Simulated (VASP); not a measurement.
# Ti (P6/mmm) in VASP: relaxation of shape and atoms at fixed volume with PBEsol

Aim: the relaxation of shape and atoms at fixed volume of Ti with PBEsol.

Everything below comes from runs of VASP 6.6.1. Logs are shortened: lines on timing, memory, paths and dates and some standing lists are left out, and cuts for length are marked.

### 1 The cell of the first run

It takes space group P6/mmm (No. 191, hexagonal). Conventional cell: a = 4.605 Å, b = 4.605 Å, c = 2.852 Å, α = 90.00°, β = 90.00°, γ = 120.00°. Ti (site symmetry 6/mmm) has 14 Ti at 2.85 to 3.02 Å within 3.8 Å. Ti (site symmetry -6m2) has 11 Ti at 2.66 to 3.02 Å within 3.5 Å.

This isn't the form of Ti at room conditions, which is hcp.

### 2 Relaxation of shape and atoms at fixed volume, PBEsol (17.46 Å³/atom)

INCAR

```
SYSTEM = Ti
PREC = Accurate ; ENCUT = 550
EDIFF = 1E-7 ; ISMEAR = 0
SIGMA = 0.1 ; LREAL = .False.
LASPH = .True. ; NELM = 300
ALGO = All ; ISIF = 4
LWAVE = .False. ; LCHARG = .False.
GGA = PS ; IBRION = 2
NSW = 50 ; EDIFFG = -0.01
GGA_COMPAT = .False. ; NELMIN = 4
ISEARCH = 1 ; KPAR = 4
```

KPOINTS

```
Automatic mesh
0
Gamma
  12 12 14
  0 0 0
```

POSCAR

```
Ti
1.0
    4.6054584812      0.0000000000      0.0000000000
   -2.3027292406      3.9884440408      0.0000000000
    0.0000000000      0.0000000000      2.8516110848
Ti
3
Direct
    0.0000000000      0.0000000000      0.0000000000
    0.3333333333      0.6666666667      0.5000000000
    0.6666666667      0.3333333333      0.5000000000
```

Potentials or basis: VASP PAW PBE potentials, release 64 (Ti_sv).

Command:

```bash
$ cat potpaw_PBE.64/Ti_sv/POTCAR > POTCAR
$ mpirun -np 4 vasp_std > vasp.out
```

OUTCAR:

```text
SYSTEM = Ti
   PREC = Accurate
   ENCUT = 550
   EDIFF = 1E-7
   ISMEAR = 0
   LREAL = .False.
   LASPH = .True.
   NELM = 300
   ISIF = 4
   GGA = PS
   IBRION = 2
   NSW = 50
   EDIFFG = -0.01
   NELMIN = 4

 ion  position               nearest neighbor table
   1  0.000  0.000  0.000-
   2  0.333  0.667  0.500-   3 2.66   3 2.66   3 2.66
   3  0.667  0.333  0.500-   2 2.66   2 2.66   2 2.66

  LATTYP: Found a hexagonal cell.
 ALAT       =     4.6054584812
 C/A-ratio  =     0.6191807171

  Lattice vectors:

 A1 = (   4.6054584812,   0.0000000000,   0.0000000000)
 A2 = (  -2.3027292406,   3.9884440408,   0.0000000000)
 A3 = (   0.0000000000,   0.0000000000,   2.8516110848)

Analysis of symmetry for initial positions (statically):
=====================================================================
 Subroutine PRICEL returns:
 Original cell was already a primitive cell.

 Routine SETGRP: Setting up the symmetry group for a
 hexagonal supercell.

 Subroutine GETGRP returns: Found 24 space group operations
 (whereof 24 operations were pure point group operations)
 out of a pool of 24 trial point group operations.

The static configuration has the point symmetry D_6h.

Analysis of symmetry for dynamics (positions and initial velocities):
=====================================================================
 Subroutine PRICEL returns:
 Original cell was already a primitive cell.

 Routine SETGRP: Setting up the symmetry group for a
 hexagonal supercell.

 Subroutine GETGRP returns: Found 24 space group operations
 (whereof 24 operations were pure point group operations)
 out of a pool of 24 trial point group operations.

The dynamic configuration has the point symmetry D_6h.

 Subroutine INISYM returns: Found 24 space group operations
 (whereof 24 operations are pure point group operations),
 and found     1 'primitive' translations

----------------------------------------------------------------------------------------

                                     Primitive cell

  volume of cell :      52.3801

  direct lattice vectors                    reciprocal lattice vectors
     4.605458481  0.000000000  0.000000000     0.217133648  0.125362170  0.000000000
    -2.302729241  3.988444041  0.000000000     0.000000000  0.250724340  0.000000000
     0.000000000  0.000000000  2.851611085     0.000000000  0.000000000  0.350678957

  length of vectors
     4.605458481  4.605458481  2.851611085     0.250724340  0.250724340  0.350678957

  position of ions in fractional coordinates (direct lattice)
     0.000000000  0.000000000  0.000000000
     0.333333333  0.666666667  0.500000000
     0.666666667  0.333333333  0.500000000

  ion indices of the primitive-cell ions
   primitive index   ion index
                 1           1
                 2           2
                 3           3

----------------------------------------------------------------------------------------

 KPOINTS: Automatic mesh

Automatic generation of k-mesh.
 Grid dimensions read from file:
 generate k-points for:   12   12   14

 Generating k-lattice:

  Cartesian coordinates                     Fractional coordinates (reciprocal lattice)
     0.018094471  0.010446848  0.000000000     0.083333333  0.000000000  0.000000000
     0.000000000  0.020893695  0.000000000     0.000000000  0.083333333  0.000000000
     0.000000000  0.000000000  0.025048497     0.000000000  0.000000000  0.071428571

  Length of vectors
     0.020893695  0.020893695  0.025048497

  Shift w.r.t. Gamma in fractional coordinates (k-lattice)
     0.000000000  0.000000000  0.000000000

 Subroutine IBZKPT returns following result:
 ===========================================

 Found    152 irreducible k-points:

 Following reciprocal coordinates:
            Coordinates               Weight
  0.000000  0.000000  0.000000      1.000000
  0.083333  0.000000  0.000000      6.000000
  0.166667  0.000000  0.000000      6.000000
  0.250000  0.000000  0.000000      6.000000
  0.333333  0.000000  0.000000      6.000000
  0.416667  0.000000  0.000000      6.000000
[... 16 lines left out ...]
  0.250000  0.000000  0.071429     12.000000
  0.333333  0.000000  0.071429     12.000000
 [... further k-points ...]
   k-points           NKPTS =    152   k-points in BZ     NKDIM =    152   number of bands    NBANDS=     22
   number of dos      NEDOS =    301   number of ions     NIONS =      3
   total plane-waves  NPLWV =  31104
   dimension x,y,z NGX =    36 NGY =   36 NGZ =   24
   dimension x,y,z NGXF=    72 NGYF=   72 NGZF=   48
   ions per type =               3
   NGX,Y,Z   is equivalent  to a cutoff of  13.00, 13.00, 13.99 a.u.
   NGXF,Y,Z  is equivalent  to a cutoff of  25.99, 25.99, 27.98 a.u.
 SYSTEM =  Ti
   PREC   = accura    normal or accurate (medium, high low for compatibility)
   ISTART =      0    job   : 0-new  1-cont  2-samecut
   ICHARG =      2    charge: 1-file 2-atom 10-const
   ISPIN  =      1    spin polarized calculation?
   LNONCOLLINEAR =      F non collinear calculations
   LSORBIT =      F    spin-orbit coupling
   LASPH  =      T    aspherical Exc in radial PAW
   ENCUT  =  550.0 eV  40.42 Ry    6.36 a.u.   8.81  8.81  5.45*2*pi/ulx,y,z
   NELM   =    300;   NELMIN=  4; NELMDL= -5     # of ELM steps
   EDIFF  = 0.1E-06   stopping-criterion for ELM
   LREAL  =      F    real-space projection
   EDIFFG = -.1E-01   stopping-criterion for IOM
   NSW    =     50    number of steps for IOM
   IBRION =      2    ionic relax: 0-MD 1-quasi-New 2-CG
   NFREE  =      1    steps in history (QN), initial steepest desc. (CG)
   ISIF   =      4    stress and relaxation
   ISYM   =      2    0-nonsym 1-usesym 2-fastsym
   POTIM  = 0.5000    time-step for ionic-motion
   TEBEG  =    0.0;   TEEND  =   0.0 temperature during run
   PSTRESS=    0.0 pullay stress
   NELECT =      36.0000    total number of electrons
   NUPDOWN=      -1.0000    fix difference up-down
   EMIN   =  10.00;   EMAX   =-10.00  energy-range for DOS
   EFERMI =   0.00;   METHOD = LEGACY
   ISMEAR =     0;   SIGMA  =   0.10  broadening in eV -4-tet -1-fermi 0-gaus
   EFERMI_NEDOS =   21; number of points for ismear=-14 and -15
   IALGO  =     58    algorithm
   IMIX   =      4    mixing-type and parameters
     AMIX     =   0.40;   BMIX     =  1.00
     AMIX_MAG =   1.60;   BMIX_MAG =  1.00
  volume/ion in A,a.u.               =      17.46       117.83
  Fermi-wavevector in a.u.,A,eV,Ry     =   1.444730  2.730144 28.398700  2.087246
  Thomas-Fermi vector in A             =   2.562992
   LORBIT       =      0    0 simple, 1 ext, 2 COOP (PROOUT), +10 PAW based schemes
   GGA     = PS    functional components
   LHFCALC =     F    Hartree Fock is set to
   AEXX    =    0.0000 exact exchange contribution
   IVDW    =     0    specifies the selected vdW correction
   LEPSILON=     F    determine dielectric tensor
   LRPA    =     F    only Hartree local field effects (RPA)
 conjugate gradient relaxation of ions
 non-spin polarized calculation
 Gauss-broadening in eV      SIGMA  =   0.10
  energy-cutoff  :      550.00
  volume of cell :       52.38
 maximum number of plane-waves:      1559
 NGX is ok and might be reduce to    36
   NGX = 17   NGY = 17   NGZ = 11

 number of electron      35.9999984 magnetization

 Free energy of the ion-electron system (eV)
  ---------------------------------------------------
  ext. energy  EPLUGINS =         0.00000000
  ---------------------------------------------------
  free energy    TOTEN  =       -25.00101804 eV

  energy without entropy =      -24.98728816  energy(sigma->0) =      -24.99415310

 E-fermi :   8.0349     XC(G=0): -11.6096

 val. band max:        8.0297001028   @ k =   0.2500   0.2500   0.0000
 cond. band min:       8.0464651572   @ k =   0.2500   0.0833   0.0714
 fundamental gap:      0.0167650543
 Fermi energy:         8.0349491705

 k-point     1 :       0.0000    0.0000    0.0000
  band No.  band energies     occupation
      1     -48.6586      2.00000
      2     -48.3892      2.00000
      3     -48.2322      2.00000
      4     -25.0681      2.00000
      5     -25.0681      2.00000
      6     -24.9389      2.00000
[... 14 lines left out ...]
     21       9.3030      0.00000
     22       9.3030      0.00000

 k-point     2 :       0.0833    0.0000    0.0000
  band No.  band energies     occupation
      1     -48.6579      2.00000
      2     -48.3875      2.00000
      3     -48.2348      2.00000
      4     -25.0858      2.00000
      5     -25.0818      2.00000
      6     -24.9211      2.00000
[... 14 lines left out ...]
     21       9.2487      0.00000
     22       9.4605      0.00000

 k-point     3 :       0.1667    0.0000    0.0000
  band No.  band energies     occupation
      1     -48.6557      2.00000
      2     -48.3823      2.00000
      3     -48.2423      2.00000
      4     -25.1212      2.00000
      5     -25.0994      2.00000
      6     -24.8853      2.00000
[... 14 lines left out ...]
     21       9.0934      0.00000
     22       9.4512      0.00000

 k-point     4 :       0.2500    0.0000    0.0000
  band No.  band energies     occupation
      1     -48.6529      2.00000
      2     -48.3738      2.00000
      3     -48.2540      2.00000
      4     -25.1567      2.00000
      5     -25.1012      2.00000
      6     -24.8492      2.00000
[... 14 lines left out ...]
     21       8.8704      0.00000
     22       9.2713      0.00000

 k-point     5 :       0.3333    0.0000    0.0000
  band No.  band energies     occupation
      1     -48.6502      2.00000
      2     -48.3627      2.00000
      3     -48.2682      2.00000
      4     -25.1854      2.00000
      5     -25.0844      2.00000
      6     -24.8200      2.00000
[... 14 lines left out ...]
     21       8.7358      0.00000
     22       9.1506      0.00000

 k-point     6 :       0.4167    0.0000    0.0000
  band No.  band energies     occupation
      1     -48.6483      2.00000
      2     -48.3513      2.00000
      3     -48.2817      2.00000
      4     -25.2037      2.00000
      5     -25.0578      2.00000
      6     -24.8055      2.00000
[... 14 lines left out ...]
     21       8.9741      0.00000
     22       9.0756      0.00000

 k-point     7 :       0.5000    0.0000    0.0000
  band No.  band energies     occupation
      1     -48.6476      2.00000
      2     -48.3457      2.00000
      3     -48.2881      2.00000
      4     -25.2100      2.00000
      5     -25.0432      2.00000
      6     -24.8175      2.00000
[... 324 lines left out ...]
      6     -24.9361      2.00000
[... 14 lines left out ...]
     21       9.2615      0.00000
     22       9.2614      0.00000

 k-point    21 :       0.0833    0.0000    0.0714
  band No.  band energies     occupation
      1     -48.6549      2.00000
      2     -48.3854      2.00000
      3     -48.2324      2.00000
      4     -25.0808      2.00000
      5     -25.0771      2.00000
      6     -24.9189      2.00000
[... 14 lines left out ...]
     21       9.2143      0.00000
     22       9.3160      0.00000

 k-point    22 :       0.1667    0.0000    0.0714
  band No.  band energies     occupation
      1     -48.6528      2.00000
      2     -48.3802      2.00000
      3     -48.2399      2.00000
      4     -25.1154      2.00000
      5     -25.0947      2.00000
      6     -24.8844      2.00000
[... 14 lines left out ...]
     21       9.0923      0.00000
     22       9.4461      0.00000

 k-point    23 :       0.2500    0.0000    0.0714
  band No.  band energies     occupation
      1     -48.6502      2.00000
      2     -48.3715      2.00000
      3     -48.2515      2.00000
      4     -25.1502      2.00000
      5     -25.0970      2.00000
      6     -24.8496      2.00000
[... 14 lines left out ...]
     21       8.8845      0.00000
     22       9.2550      0.00000

 k-point    24 :       0.3333    0.0000    0.0714
  band No.  band energies     occupation
      1     -48.6476      2.00000
      2     -48.3603      2.00000
      3     -48.2657      2.00000
      4     -25.1782      2.00000
      5     -25.0814      2.00000
      6     -24.8215      2.00000
[... 14 lines left out ...]
     21       8.6712      0.00000
     22       9.1475      0.00000

 [... further k-points ...]
[... 5 lines left out ...]
  --------------------------------------------------------------------------------------
  -------------------------------------------------------------------------------------
  Total       -2.0978867     -2.0978867     -2.1376678      0.0000000      0.0000000     -0.0000000
  in kB      -64.1690985    -64.1690985    -65.3859047      0.0000000      0.0000000     -0.0000000
  external PRESSURE =     -64.5747006 kB  Pullay stress =       0.0000000 kB

 VOLUME and BASIS-vectors are now :
 -----------------------------------------------------------------------------
  energy-cutoff  :      550.00
  volume of cell :       52.38
      direct lattice vectors                 reciprocal lattice vectors
     4.605458481  0.000000000  0.000000000     0.217133648  0.125362170  0.000000000
    -2.302729241  3.988444041  0.000000000     0.000000000  0.250724340  0.000000000
     0.000000000  0.000000000  2.851611085     0.000000000  0.000000000  0.350678957

 POSITION                                       TOTAL-FORCE (eV/Angst)
 -----------------------------------------------------------------------------------
      0.00000      0.00000      0.00000         0.000000      0.000000      0.000000
     -0.00000      2.65896      1.42581        -0.000000      0.000000     -0.000000
      2.30273      1.32948      1.42581         0.000000     -0.000000      0.000000
 -----------------------------------------------------------------------------------
    total drift:                                0.000000      0.000000     -0.000000

  FREE ENERGIE OF THE ION-ELECTRON SYSTEM (eV)
  ---------------------------------------------------
  free  energy   TOTEN  =       -25.0010180410 eV

  energy  without entropy=      -24.9872873419  energy(sigma->0) =      -24.99415269

 reached required accuracy - stopping structural energy minimisation
```

It took 2.3 min on 4 MPI ranks of Intel Xeon Platinum 8259CL at 2.50GHz (Skylake/Cascade Lake), shared host; peak memory 0.43 GiB.

Results:

| Property | Result |
| --- | --- |
| Free energy | -25.0010 eV |
| Pressure after relaxing | -6.5 GPa |
| Band gap on the k mesh | zero (bands 18 and 19 overlap by 0.25 eV) |

Final structure:
```yaml
crystal:
  lattice:
    - [4.60546, 0.00000, 0.00000]
    - [-2.30273, 3.98844, 0.00000]
    - [0.00000, 0.00000, 2.85161]
  atoms:
    - { symbol: Ti, position: [0.00000, 0.00000, 0.00000] }
    - { symbol: Ti, position: [0.33333, 0.66667, 0.50000] }
    - { symbol: Ti, position: [0.66667, 0.33333, 0.50000] }
```

Caveat: the PAW data sets were made with another functional, which shifts forces and pressure a little.
